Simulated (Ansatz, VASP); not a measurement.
SiTe: VASP beside Ansatz

Contents of INCAR:

```
SYSTEM = SiTe
PREC = Accurate ; ENCUT = 500
EDIFF = 1E-6 ; ISMEAR = -1
SIGMA = 0.05 ; LREAL = .FALSE.
LASPH = .TRUE. ; NELM = 120
ALGO = Normal ; ISIF = 2
LWAVE = .FALSE. ; LCHARG = .FALSE.
GGA = PS ; NBANDS = 12
GGA_COMPAT = .FALSE.
```

Contents of KPOINTS:

```
regular mesh
0
G
  8 8 6
  0 0 0
```

Contents of POSCAR:

```
SiTe
1.0
    3.7143358800      0.0000000000      0.0000000000
   -1.8571679400      3.2167092300      0.0000000000
    0.0000000000      0.0000000000      4.9763725600
Si Te
1 1
Direct
    0.0000000000      0.0000000000      0.5000000000
    0.0000000000      0.0000000000      0.0000000000
```

Contents of input.yaml:

```yaml
crystal:
  lattice:
    - [3.71433588, 0.0, 0.0]
    - [-1.85716794, 3.21670923, 0.0]
    - [0.0, 0.0, 4.97637256]
  atoms:
    - { symbol: Si, position: [0.0, 0.0, 0.5] }
    - { symbol: Te, position: [0.0, 0.0, 0.0] }
hamiltonian:
  xc: pbesol
  pseudopotentials: { kind: paw }
kpoints:
  mp_grid: { grid: [8, 8, 6] }
  band_path:
    path:
      - [[0.0, 0.0, 0.0], [0.5, 0.0, 0.0], [0.3333333333, 0.3333333333, 0.0], [0.0, 0.0, 0.0], [0.0, 0.0, 0.5], [0.5, 0.0, 0.5], [0.3333333333, 0.3333333333, 0.5], [0.0, 0.0, 0.5]]
      - [[0.5, 0.0, 0.5], [0.5, 0.0, 0.0]]
      - [[0.3333333333, 0.3333333333, 0.0], [0.3333333333, 0.3333333333, 0.5]]
    npoints: 14
scf:
  occupations: { method: fermi_dirac, width: 0.05 }
  n_extra_bands: 6
output:
  forces: true
  stress: true
  eigenvalues: true
  fatbands: false
```

Alike in both runs: functional PBEsol; k mesh 8 × 8 × 6; occupations fermi-dirac, width 0.05 eV; no spin polarisation.

```csv
,VASP,Ansatz
version,VASP 6.6.1,Ansatz 0.2.0
potentials or method,"VASP PAW PBE potentials, release 64 (Si, Te)",Ansatz PAW
plane-wave cutoff (eV),500,420
valence electrons in the cell,10,20
task,single point,band structure
```

```csv
,VASP,Ansatz,Ansatz less VASP
gap on the k mesh at the Fermi level (eV),none,none,-
pressure (GPa),-1.1,-1.2,-0.08
"traceless stress, the component that is largest in VASP (GPa)",6.48,6.31,-0.166
```

VASP's potentials were made for PBE, not for PBEsol. A gap of «none» marks a metal or a gap that the smearing closes. VASP's potentials hold 10 valence electrons a cell and Ansatz's 20, so a difference there can come from the potentials and not from the codes.

Neither program's run includes spin-orbit coupling.
